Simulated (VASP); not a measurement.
# Ta2C (P-3m1) in VASP: further runs

Ta2C is run at these levels: r2SCAN; tasks: single point.

Program: VASP 6.6.1. These are calculated values, not measurements. Logs are shortened: lines on timing, memory, paths and dates and some standing lists are left out, and cuts for length are marked.

## Step 1: The cell of the first run

The structure is trigonal, space group P-3m1 (No. 164). Conventional cell: a = 3.111 Å, b = 3.111 Å, c = 4.942 Å, α = 90.00°, β = 90.00°, γ = 120.00°. Ta (site symmetry 3m) has 3 C at 2.19 Å within 2.9 Å. Within 2.9 Å of C (site symmetry -3m) lie 6 Ta at 2.19 Å.

## Step 2: Single point, r2SCAN

Contents of POSCAR:

```
Ta2C
1.0
    3.1114910598      0.0000000000      0.0000000000
   -1.5557455299      2.6946303015      0.0000000000
    0.0000000000      0.0000000000      4.9420184107
Ta C
2 1
Direct
    0.3333333333      0.6666666667      0.2535410675
    0.6666666667      0.3333333333      0.7464589325
    0.0000000000      0.0000000000      0.0000000000
```

Contents of INCAR.step1:

```
SYSTEM = Ta2C
ALGO = Normal ; EDIFF = 1E-4
ENCUT = 520 ; GGA = PE
ISMEAR = -1 ; LASPH = .TRUE.
LCHARG = .FALSE. ; LREAL = .FALSE.
LWAVE = .TRUE. ; NBANDS = 20
NELM = 100 ; PREC = Accurate
SIGMA = 0.1
```

Contents of INCAR.step2:

```
SYSTEM = Ta2C
ALGO = Normal ; EDIFF = 1E-6
ENCUT = 520 ; ISIF = 2
ISMEAR = -1 ; ISTART = 1
LASPH = .TRUE. ; LCHARG = .TRUE.
LELF = .TRUE. ; LMIXTAU = .TRUE.
LREAL = .FALSE. ; LVHAR = .TRUE.
LWAVE = .FALSE. ; METAGGA = R2SCAN
NBANDS = 20 ; NELM = 100
PREC = Accurate ; SIGMA = 0.1
```

Contents of KPOINTS:

```
k-points
0
G
  11 11 6
  0 0 0
```

Potentials or basis: VASP PAW PBE potentials, release 64 (Ta_pv, C).

Launch:

```bash
cat potpaw_PBE.64/Ta_pv/POTCAR potpaw_PBE.64/C/POTCAR > POTCAR
cp INCAR.step1 INCAR
mpirun -np 1 vasp_std > vasp.out
cp INCAR.step2 INCAR
mpirun -np 1 vasp_std > vasp.out
```

OUTCAR:

```text
SYSTEM = Ta2C
   EDIFF = 1E-6
   ENCUT = 520
   ISIF = 2
   ISMEAR = -1
   ISTART = 1
   LASPH = .TRUE.
   LREAL = .FALSE.
   METAGGA = R2SCAN
   NELM = 100
   PREC = Accurate

 ion  position               nearest neighbor table
   1  0.333  0.667  0.254-   3 2.19   3 2.19   3 2.19   2 3.03   2 3.03   2 3.03   2 3.08   2 3.08
                             2 3.08
   2  0.667  0.333  0.746-   3 2.19   3 2.19   3 2.19   1 3.03   1 3.03   1 3.03   1 3.08   1 3.08
                             1 3.08
   3  0.000  0.000  0.000-   1 2.19   2 2.19   2 2.19   1 2.19   2 2.19   1 2.19

  LATTYP: Found a hexagonal cell.
 ALAT       =     3.1114910598
 C/A-ratio  =     1.5883119430

  Lattice vectors:

 A1 = (   3.1114910598,   0.0000000000,   0.0000000000)
 A2 = (  -1.5557455299,   2.6946303015,   0.0000000000)
 A3 = (   0.0000000000,   0.0000000000,   4.9420184107)

Analysis of symmetry for initial positions (statically):
=====================================================================
 Subroutine PRICEL returns:
 Original cell was already a primitive cell.

 Routine SETGRP: Setting up the symmetry group for a
 hexagonal supercell.

 Subroutine GETGRP returns: Found 12 space group operations
 (whereof 12 operations were pure point group operations)
 out of a pool of 24 trial point group operations.

The static configuration has the point symmetry D_3d.

Analysis of symmetry for dynamics (positions and initial velocities):
=====================================================================
 Subroutine PRICEL returns:
 Original cell was already a primitive cell.

 Routine SETGRP: Setting up the symmetry group for a
 hexagonal supercell.

 Subroutine GETGRP returns: Found 12 space group operations
 (whereof 12 operations were pure point group operations)
 out of a pool of 24 trial point group operations.

The dynamic configuration has the point symmetry D_3d.

 Subroutine INISYM returns: Found 12 space group operations
 (whereof 12 operations are pure point group operations),
 and found     1 'primitive' translations

----------------------------------------------------------------------------------------

                                     Primitive cell

  volume of cell :      41.4355

  direct lattice vectors                    reciprocal lattice vectors
     3.111491060  0.000000000  0.000000000     0.321389321  0.185554211  0.000000000
    -1.555745530  2.694630302  0.000000000     0.000000000  0.371108422  0.000000000
     0.000000000  0.000000000  4.942018411     0.000000000  0.000000000  0.202346474

[... 84 lines left out ...]
   NELM   =    100;   NELMIN=  2; NELMDL=  0     # of ELM steps
   EDIFF  = 0.1E-05   stopping-criterion for ELM
   LREAL  =      F    real-space projection
   EDIFFG = 0.1E-04   stopping-criterion for IOM
   NSW    =      0    number of steps for IOM
   IBRION =     -1    ionic relax: 0-MD 1-quasi-New 2-CG
   NFREE  =      0    steps in history (QN), initial steepest desc. (CG)
   ISIF   =      2    stress and relaxation
   ISYM   =      2    0-nonsym 1-usesym 2-fastsym
   POTIM  = 0.5000    time-step for ionic-motion
   TEBEG  =    0.0;   TEEND  =   0.0 temperature during run
   PSTRESS=    0.0 pullay stress
   NELECT =      26.0000    total number of electrons
   NUPDOWN=      -1.0000    fix difference up-down
   EMIN   =  10.00;   EMAX   =-10.00  energy-range for DOS
   EFERMI =   0.00;   METHOD = LEGACY
   ISMEAR =    -1;   SIGMA  =   0.10  broadening in eV -4-tet -1-fermi 0-gaus
   EFERMI_NEDOS =   21; number of points for ismear=-14 and -15
   IALGO  =     38    algorithm
   IMIX   =      4    mixing-type and parameters
     AMIX     =   0.40;   BMIX     =  1.00
     AMIX_MAG =   1.60;   BMIX_MAG =  1.00
  volume/ion in A,a.u.               =      13.81        93.21
  Fermi-wavevector in a.u.,A,eV,Ry     =   1.401550  2.648545 26.726499  1.964342
  Thomas-Fermi vector in A             =   2.524400
   LORBIT       =      0    0 simple, 1 ext, 2 COOP (PROOUT), +10 PAW based schemes
   METAGGA = R2SCAN    functional components
   LHFCALC =     F    Hartree Fock is set to
   AEXX    =    0.0000 exact exchange contribution
   IVDW    =     0    specifies the selected vdW correction
   LEPSILON=     F    determine dielectric tensor
   LRPA    =     F    only Hartree local field effects (RPA)
 non-spin polarized calculation
  energy-cutoff  :      520.00
  volume of cell :       41.44
 maximum number of plane-waves:      1134
 NGX is ok and might be reduce to    24
   NGX = 11   NGY = 11   NGZ = 19

 number of electron      25.9999999 magnetization

 Free energy of the ion-electron system (eV)
  ---------------------------------------------------
  ext. energy  EPLUGINS =         0.00000000
  ---------------------------------------------------
  free energy    TOTEN  =      -109.17388183 eV

  energy without entropy =     -109.14967248  energy(sigma->0) =     -109.16177715

 E-fermi :   6.5831     XC(G=0): -13.8500

 val. band max:        6.5699641936   @ k =  -0.0909   0.3636   0.3333
 cond. band min:       6.5832577787   @ k =   0.0909   0.0909   0.0000
 fundamental gap:      0.0132935851
 Fermi energy:         6.5831059734

 k-point     1 :       0.0000    0.0000    0.0000
  band No.  band energies     occupation
      1     -29.6645      2.00000
      2     -28.9597      2.00000
      3     -28.9597      2.00000
      4     -28.8450      2.00000
      5     -28.8450      2.00000
      6     -28.7574      2.00000
[... 541 lines left out ...]
     19      12.8576      0.00000
     20      13.2553      0.00000

 [... further k-points ...]

------------------------ aborting loop because EDIFF is reached ----------------------------------------

  FORCE on cell =-STRESS in cart. coord.  units (eV):
  Direction    XX          YY          ZZ          XY          YZ          ZX
  --------------------------------------------------------------------------------------
  -------------------------------------------------------------------------------------
  Total        0.1891361      0.1891361      0.1498019      0.0000000      0.0000000      0.0000000
  in kB        7.3132901      7.3132901      5.7923653      0.0000000      0.0000000      0.0000000
  external PRESSURE =       6.8063152 kB  Pullay stress =       0.0000000 kB

 VOLUME and BASIS-vectors are now :
 -----------------------------------------------------------------------------
  energy-cutoff  :      520.00
  volume of cell :       41.44
      direct lattice vectors                 reciprocal lattice vectors
     3.111491060  0.000000000  0.000000000     0.321389321  0.185554211  0.000000000
    -1.555745530  2.694630302  0.000000000     0.000000000  0.371108422  0.000000000
     0.000000000  0.000000000  4.942018411     0.000000000  0.000000000  0.202346474

 POSITION                                       TOTAL-FORCE (eV/Angst)
 -----------------------------------------------------------------------------------
     -0.00000      1.79642      1.25300         0.000000     -0.000000      0.032893
      1.55575      0.89821      3.68901        -0.000000      0.000000     -0.032893
      0.00000      0.00000      0.00000        -0.000000      0.000000      0.000000
 -----------------------------------------------------------------------------------
    total drift:                                0.000000     -0.000000      0.000000

  FREE ENERGIE OF THE ION-ELECTRON SYSTEM (eV)
  ---------------------------------------------------
  free  energy   TOTEN  =      -109.1738818313 eV

  energy  without entropy=     -109.1496724767  energy(sigma->0) =     -109.16177715
```

OUTCAR.step1:

```text
SYSTEM = Ta2C
   EDIFF = 1E-4
   ENCUT = 520
   GGA = PE
   ISMEAR = -1
   LASPH = .TRUE.
   LREAL = .FALSE.
   NELM = 100
[... 777 lines left out ...]
     -0.00000      1.79642      1.25300         0.000000     -0.000000     -0.000802
      1.55575      0.89821      3.68901        -0.000000      0.000000      0.000802
      0.00000      0.00000      0.00000         0.000000      0.000000     -0.000000
 -----------------------------------------------------------------------------------
    total drift:                                0.000000     -0.000000      0.000000

  FREE ENERGIE OF THE ION-ELECTRON SYSTEM (eV)
  ---------------------------------------------------
  free  energy   TOTEN  =       -34.6782369644 eV

  energy  without entropy=      -34.6525115864  energy(sigma->0) =      -34.66537428
```

OSZICAR.step1:

```text
N       E                     dE             d eps       ncg     rms          rms(c)
DAV:   1     0.200038934557E+03    0.20004E+03   -0.14844E+04  3360   0.136E+03
DAV:   2    -0.307114421229E+02   -0.23075E+03   -0.22558E+03  3816   0.380E+02
DAV:   3    -0.386691636327E+02   -0.79577E+01   -0.78662E+01  4264   0.638E+01
DAV:   4    -0.387576820838E+02   -0.88518E-01   -0.88261E-01  4120   0.662E+00
DAV:   5    -0.387584726597E+02   -0.79058E-03   -0.79042E-03  4180   0.598E-01    0.275E+01
DAV:   6    -0.349072708037E+02    0.38512E+01   -0.18849E+01  4208   0.245E+01    0.116E+01
DAV:   7    -0.347204694108E+02    0.18680E+00   -0.14506E+00  3756   0.749E+00    0.579E+00
DAV:   8    -0.346830358566E+02    0.37434E-01   -0.19195E-01  3972   0.299E+00    0.578E-01
DAV:   9    -0.346784997040E+02    0.45362E-02   -0.26960E-02  4088   0.977E-01    0.208E-01
DAV:  10    -0.346783134263E+02    0.18628E-03   -0.40748E-03  4284   0.485E-01    0.624E-02
DAV:  11    -0.346782369644E+02    0.76462E-04   -0.48998E-04  3860   0.137E-01
   1 F= -.34678237E+02 E0= -.34665374E+02  d E =-.257254E-01
```

Run time: 2.4 min. Hardware: 1 thread of AMD EPYC 9R45 (Zen 5), shared host; peak memory 0.18 GiB.

What came out:

| Property | Result |
| --- | --- |
| Free energy | -109.1739 eV |
| Pressure | 0.7 GPa |
| Largest force | 0.033 eV/Å |
| Band gap on the k mesh | zero (band 13 reaches 7.08 eV, above the bottom of band 14 at 6.33 eV) |

Forces in eV/Å, atoms in the order of the input:
```
Ta   0.000  0.000  0.033
Ta   0.000  0.000 -0.033
C    0.000  0.000  0.000
```

Stress tensor (GPa, compression positive):
```
0.73 0.00 0.00
0.00 0.73 0.00
0.00 0.00 0.58
```

Levels at points of the mesh, in eV from the Fermi level:
| k point | band 11 | band 12 | band 13 | band 14 | band 15 | band 16 |
| --- | --- | --- | --- | --- | --- | --- |
| (0.00, 0.00, 0.00) | -3.52 | 0.01 | 0.50 | 0.50 | 1.15 | 1.15 |
| (0.00, 0.00, 0.50) | -1.98 | -1.81 | -0.26 | -0.26 | 2.96 | 2.96 |

Caveat: the PAW data sets were made with another functional, which shifts forces and pressure a little; spin-orbit coupling is left out, which moves the levels of the heavy elements.

## Step 3: Single point, r2SCAN

This run uses another cell than the first one, of 12.98 Å³/atom, 0.940 times its volume.

Contents of POSCAR:

```
Ta2C
1.0
    3.0479734190      0.0000000000      0.0000000000
   -1.5239867095      2.6396224109      0.0000000000
    0.0000000000      0.0000000000      4.8411325800
Ta C
2 1
Direct
    0.3333333333      0.6666666667      0.2563988711
    0.6666666667      0.3333333333      0.7436011289
    0.0000000000      0.0000000000      0.0000000000
```

Contents of INCAR.step1:

```
SYSTEM = Ta2C
PREC = Accurate
ENCUT = 520
ISMEAR = -1
SIGMA = 0.1
LREAL = .FALSE.
LASPH = .TRUE.
NELM = 60
NBANDS = 20
GGA = PE
ALGO = Normal
EDIFF = 1E-4
LWAVE = .TRUE.
LCHARG = .FALSE.
```

Contents of INCAR.step2:

```
SYSTEM = Ta2C
PREC = Accurate
ENCUT = 520
EDIFF = 1E-7
ISMEAR = -1
SIGMA = 0.1
LREAL = .FALSE.
LASPH = .TRUE.
NELM = 60
ALGO = Normal
ISIF = 2
LWAVE = .FALSE.
LCHARG = .FALSE.
METAGGA = R2SCAN
LMIXTAU = .TRUE.
NBANDS = 20
ISTART = 1
```

Contents of KPOINTS:

```
regular mesh
0
G
  12 12 7
  0 0 0
```

Potentials or basis: VASP PAW PBE potentials, release 64 (Ta_pv, C).

Launch:

```bash
cat potpaw_PBE.64/Ta_pv/POTCAR potpaw_PBE.64/C/POTCAR > POTCAR
cp INCAR.step1 INCAR
mpirun -np 1 vasp_std > vasp.out
cp INCAR.step2 INCAR
mpirun -np 1 vasp_std > vasp.out
```

It took 3.4 min on 1 thread of AMD EPYC 9R45 (Zen 5), shared host; peak memory 0.19 GiB.

Results (log left out):

```
Free energy            : -109.0214 eV
Pressure               : 20.1 GPa
Largest force          : 0.033 eV/Å
Band gap on the k mesh : zero (band 13 reaches 7.62 eV, above the bottom of band 14 at 6.85 eV)
```

Forces in eV/Å, atoms in the order of the input:
```
Ta   0.000  0.000  0.033
Ta   0.000  0.000 -0.033
C    0.000  0.000  0.000
```

Stress tensor (GPa, compression positive):
```
19.94  0.00  0.00
 0.00 19.94  0.00
 0.00  0.00 20.40
```

Levels at points of the mesh, in eV from the Fermi level:
```tsv
k point	band 9	band 10	band 11	band 12	band 13	band 14	band 15	band 16	band 17	band 18
(0.00, 0.00, 0.00)	-3.96	-3.96	-3.41	0.01	0.52	0.52	1.28	1.28	2.52	2.52
(0.50, 0.00, 0.00)	-4.88	-4.45	-4.22	-2.19	-0.34	3.55	3.84	5.10	5.78	5.79
```

Caveat: the PAW data sets were made with another functional, which shifts forces and pressure a little; spin-orbit coupling is left out, which moves the levels of the heavy elements.
